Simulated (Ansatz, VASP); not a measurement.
# CoO: VASP beside Ansatz

Contents of INCAR:

```
SYSTEM = CoO
PREC = Accurate ; ENCUT = 600
EDIFF = 1E-6 ; ISMEAR = 0
SIGMA = 0.05 ; LREAL = .False.
LASPH = .True. ; NELM = 200
ALGO = Normal ; ISIF = 2
LWAVE = .False. ; LCHARG = .True.
ISPIN = 2 ; MAGMOM = 2.18 2.18 -0.12 -0.12
LORBIT = 11 ; LMAXMIX = 4
LDAU = .True. ; LDAUTYPE = 2
LDAUL = 2 -1 ; LDAUU = 4 0
LDAUJ = 0 0 ; LDAUPRINT = 1
GGA = CA ; LELF = .True.
LVHAR = .True. ; NBANDS = 35
GGA_COMPAT = .False.
```

KPOINTS

```
regular mesh
0
Gamma
  6 6 5
  0 0 0
```

POSCAR

```
CoO
1.0
    3.4461499200      0.0000000000      0.0000000000
    0.0000000000      3.4461499200      0.0000000000
    0.0000000000      0.0000000000      4.2904647300
Co O
2 2
Direct
    0.0000000000      0.5000000000      0.0000000000
    0.5000000000      0.0000000000      0.5000000000
    0.0000000000      0.0000000000      0.2500000000
    0.0000000000      0.0000000000      0.7500000000
```

Input for Ansatz:

```yaml
crystal:
  lattice:
    - [3.44614992, 0.0, 0.0]
    - [0.0, 3.44614992, 0.0]
    - [0.0, 0.0, 4.29046473]
  atoms:
    - { symbol: Co, position: [0.0, 0.5, 0.0], spin: 1.5 }
    - { symbol: Co, position: [0.5, 0.0, 0.5], spin: 1.5 }
    - { symbol: O, position: [0.0, 0.0, 0.25] }
    - { symbol: O, position: [0.0, 0.0, 0.75] }
basis:
  ecutwfc: 420
  ecutrho_ratio: 4
kpoints:
  mp_grid: { grid: [6, 6, 5] }
hamiltonian:
  xc: lda
  hubbard:
    sites: [{ site: 0, l: d, u_eff: 4.0 }, { site: 1, l: d, u_eff: 4.0 }]
scf:
  occupations: { method: gaussian, width: 0.05 }
  lower_state_search: "off"
  max_iter: 150
output:
  forces: true
  stress: true
  eigenvalues: true
  populations: true
  hubbard: { sites: [{ site: 0, l: d }, { site: 1, l: d }] }
magnetization:
  spin_polarized: true
  initial_magnetization: 3.0
  spin_locking: { lock_magnetization: soft, n_iters: 6 }
```

Alike in both runs: task single point; functional LDA; k mesh 6 × 6 × 5; occupations gaussian, width 0.05 eV; collinear spin; Hubbard terms Co d U = 4.0 eV.

|  | VASP | Ansatz |
| --- | --- | --- |
| version | VASP 6.6.1 | Ansatz 0.2.0 |
| potentials or method | VASP PAW LDA potentials, release 64 (Co_sv, O), cutoff 600 eV | scalar-relativistic, plane waves, PAW |
| valence electrons in the cell | 46 | 46 |

```tsv
	VASP	Ansatz	Ansatz less VASP
gap on the k mesh at the Fermi level (eV)	none	none	-
pressure (GPa)	-15.9	-13.0	+2.90
traceless stress, the component that is largest in VASP (GPa)	24.58	23.88	-0.705
net moment per atom (μB)	1.11	1.11	-0.002
size of the moment on the site where the two differ most (μB)	2.29	2.18	-0.118
```

LDA's correlation is that of Perdew and Zunger in VASP and of Perdew and Wang (1992) in Ansatz. Site moments also hang on the region over which each program counts them. The programs project onto different local orbitals, so the same U acts differently, and such runs can settle in different states. A gap of «none» marks a metal or a gap that the smearing closes. Ansatz's warnings: filled band counts differ across k points, stress scf threshold loose.
